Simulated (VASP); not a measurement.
# InSb (F-43m) in VASP: further runs, part 2 of 2

VASP 6.6.1. The steps go on from the part before.

### 4 Relaxation of cell and atoms, LDA

This run uses another cell than the first one, of 33.98 Å³/atom.

INCAR

```
SYSTEM = InSb
PREC = Accurate ; ENCUT = 600
EDIFF = 1E-7 ; ISMEAR = 0
SIGMA = 0.1 ; LREAL = .FALSE.
LASPH = .TRUE. ; NELM = 100
ALGO = Normal ; ISIF = 3
LWAVE = .FALSE. ; LCHARG = .FALSE.
GGA = CA ; IBRION = 2
NSW = 100 ; EDIFFG = -0.005
```

KPOINTS

```
Automatic mesh
0
G
  12 12 12
  0 0 0
```

POSCAR

```
InSb
1.0
    0.0000000000      3.2391000000      3.2391000000
    3.2391000000      0.0000000000      3.2391000000
    3.2391000000      3.2391000000      0.0000000000
In Sb
1 1
Direct
    0.0000000000      0.0000000000      0.0000000000
    0.7500000000      0.7500000000      0.7500000000
```

Potentials or basis: VASP PAW LDA potentials, release 64 (In_d, Sb).

Run with:

```sh
> cat potpaw_LDA.64/In_d/POTCAR potpaw_LDA.64/Sb/POTCAR > POTCAR
> mpirun -np 1 vasp_std > vasp.out
```

OUTCAR:

```text
SYSTEM = InSb
   PREC = Accurate
   ENCUT = 600
   EDIFF = 1E-7
   ISMEAR = 0
   LREAL = .FALSE.
   LASPH = .TRUE.
   NELM = 100
   ISIF = 3
   GGA = CA
   IBRION = 2
   NSW = 100
   EDIFFG = -0.005

 ion  position               nearest neighbor table
   1  0.000  0.000  0.000-   2 2.81   2 2.81   2 2.81   2 2.81
   2  0.750  0.750  0.750-   1 2.81   1 2.81   1 2.81   1 2.81

  LATTYP: Found a face centered cubic cell.
 ALAT       =     6.4782000000

  Lattice vectors:

 A1 = (   0.0000000000,   3.2391000000,   3.2391000000)
 A2 = (   3.2391000000,   0.0000000000,   3.2391000000)
 A3 = (   3.2391000000,   3.2391000000,   0.0000000000)

Analysis of symmetry for initial positions (statically):
=====================================================================
 Subroutine PRICEL returns:
 Original cell was already a primitive cell.

 Routine SETGRP: Setting up the symmetry group for a
 face centered cubic supercell.

 Subroutine GETGRP returns: Found 24 space group operations
 (whereof 24 operations were pure point group operations)
 out of a pool of 48 trial point group operations.

The static configuration has the point symmetry T_d .

Analysis of symmetry for dynamics (positions and initial velocities):
=====================================================================
 Subroutine PRICEL returns:
 Original cell was already a primitive cell.

 Routine SETGRP: Setting up the symmetry group for a
 face centered cubic supercell.

 Subroutine GETGRP returns: Found 24 space group operations
 (whereof 24 operations were pure point group operations)
 out of a pool of 48 trial point group operations.

The dynamic configuration has the point symmetry T_d .

 Subroutine INISYM returns: Found 24 space group operations
 (whereof 24 operations are pure point group operations),
 and found     1 'primitive' translations

[... 135 lines left out ...]

 number of electron      18.0000001 magnetization

 Free energy of the ion-electron system (eV)
  ---------------------------------------------------
  ext. energy  EPLUGINS =         0.00000000
  ---------------------------------------------------
  free energy    TOTEN  =        -8.21571886 eV

  energy without entropy =       -8.21557435  energy(sigma->0) =       -8.21564660

------------------------ aborting loop because EDIFF is reached ----------------------------------------

  FORCE on cell =-STRESS in cart. coord.  units (eV):
  Direction    XX          YY          ZZ          XY          YZ          ZX
  --------------------------------------------------------------------------------------
  -------------------------------------------------------------------------------------
  Total       -0.2128161     -0.2128161     -0.2128161     -0.0000000      0.0000000     -0.0000000
  in kB       -5.0166281     -5.0166281     -5.0166281     -0.0000000      0.0000000     -0.0000000
  external PRESSURE =      -5.0166281 kB  Pullay stress =       0.0000000 kB
[... 59 lines left out ...]
--------------------------------------- Ionic step        3  -------------------------------------------

 number of electron      18.0000001 magnetization

 Free energy of the ion-electron system (eV)
  ---------------------------------------------------
  ext. energy  EPLUGINS =         0.00000000
  ---------------------------------------------------
  free energy    TOTEN  =        -8.21686309 eV

  energy without entropy =       -8.21672010  energy(sigma->0) =       -8.21679160

 E-fermi :   5.0619     XC(G=0):  -9.0393

 val. band max:        5.0085533248   @ k =   0.0000   0.0000   0.0000
 cond. band min:       5.4490196757   @ k =   0.5000   0.0000   0.0000
 fundamental gap:      0.4404663510
 Fermi energy:         5.0619394655

 k-point     1 :       0.0000    0.0000    0.0000
  band No.  band energies     occupation
      1      -9.5738      2.00000
      2      -9.5738      2.00000
      3      -9.5738      2.00000
      4      -9.4833      2.00000
      5      -9.4833      2.00000
      6      -5.8356      2.00000
      7       4.7062      2.00000
      8       5.0086      1.54975
      9       5.0086      1.54975
     10       5.0086      1.54975
     11       7.9171      0.00000
     12       7.9171      0.00000
     13       7.9171      0.00000
[... 354 lines left out ...]
  band No.  band energies     occupation
      1      -9.6317      2.00000
      2      -9.5495      2.00000
      3      -9.5475      2.00000
      4      -9.4851      2.00000
      5      -9.4823      2.00000
      6      -4.2800      2.00000
      7      -0.6459      2.00000
      8       2.5809      2.00000
      9       3.7023      2.00000
     10       6.6672      0.00000
     11       8.6414      0.00000
     12       9.4756      0.00000
     13      11.3163      0.00000

 [... further k-points ...]

------------------------ aborting loop because EDIFF is reached ----------------------------------------

  FORCE on cell =-STRESS in cart. coord.  units (eV):
  Direction    XX          YY          ZZ          XY          YZ          ZX
  --------------------------------------------------------------------------------------
  -------------------------------------------------------------------------------------
  Total        0.0009776      0.0009776      0.0009776      0.0000000      0.0000000      0.0000000
  in kB        0.0232947      0.0232947      0.0232947      0.0000000      0.0000000      0.0000000
  external PRESSURE =       0.0232947 kB  Pullay stress =       0.0000000 kB
[... 17 lines left out ...]
  FREE ENERGIE OF THE ION-ELECTRON SYSTEM (eV)
  ---------------------------------------------------
  free  energy   TOTEN  =        -8.2168630942 eV

  energy  without entropy=       -8.2167200989  energy(sigma->0) =       -8.21679160

 reached required accuracy - stopping structural energy minimisation
```

Wall time 72 s (1 thread of Intel Xeon 6975P-C (Granite Rapids), shared host); peak memory 0.25 GiB.

What came out:

```
Free energy                           : -8.2169 eV
Relaxed volume                        : 33.62 Å³/atom
Relaxed cell                          : a = 4.564 Å, b = 4.564 Å, c = 4.564 Å, α = 60.00°, β = 60.00°, γ = 60.00°
Space group after relaxing (to 0.1 Å) : F-43m (No. 216)
Energy gained by relaxing             : 0.6 meV/atom
Ionic steps                           : 3
Pressure after relaxing               : 0.0 GPa
Band gap on the k mesh                : zero (filled and empty bands touch)
```

The path:
```tsv
step	energy change (eV)	largest force (eV/Å)	pressure (GPa)	volume (Å³)
1	0.0000	0.0000	-0.50	67.97
2	-0.0009	0.0000	0.22	66.93
3	-0.0011	0.0000	0.00	67.24
```

Final structure:
```xyz
2
Lattice="0.0000 3.2275 3.2275 3.2275 0.0000 3.2275 3.2275 3.2275 0.0000" Properties=species:S:1:pos:R:3 pbc="T T T"
In    0.0000    0.0000    0.0000
Sb    4.8412    4.8412    4.8412
```

Levels at points of the mesh, in eV from the Fermi level:
```tsv
k point	band 6	band 7	band 8	band 9	band 10	band 11	band 12	band 13
(0.00, 0.00, 0.00)	-10.90	-0.36	-0.05	-0.05	-0.05	2.86	2.86	2.86
(0.50, 0.00, 0.00)	-9.50	-5.78	-1.08	-1.08	0.39	3.71	3.71	5.88
(0.50, 0.50, 0.00)	-8.88	-6.08	-2.37	-2.37	1.18	1.19	8.05	8.05
```

Caveat: semilocal functionals underestimate gaps, so a narrow gap can read as zero; spin-orbit coupling is left out, which moves the levels of the heavy elements. LDA usually gives volumes a few per cent too small.

### 5 Summary

```tsv
task	cell	cutoff (eV)	smearing	gap on the mesh (eV)	pressure (GPa)
single point	a = 4.355 Å, angles 60.0°, 2 atoms	520	fermi-dirac 0.15 eV	0.54	9.2
relaxation of cell and atoms	relaxed to 9 GPa from a = 4.562 Å, angles 60.0°, 2 atoms	600	fermi-dirac 0.15 eV	0.52	9.0
relaxation of cell and atoms	relaxed from a = 4.581 Å, angles 60.0°, 2 atoms	600	gaussian 0.1 eV	none	0.0
```

Alike in all rows: level LDA; potentials or basis VASP PAW LDA potentials, release 64 (In_d, Sb); no spin polarisation; k mesh 12 × 12 × 12.

Caveats: spin-orbit coupling is left out, which moves the levels of the heavy elements; the cell stands under pressure (at least some runs); the cell is relaxed towards a set pressure, so the run minimises the enthalpy, not the energy (at least some runs); semilocal functionals underestimate gaps, so a narrow gap can read as zero (at least some runs).

Absolute energies hang on the potentials; compare differences alone.
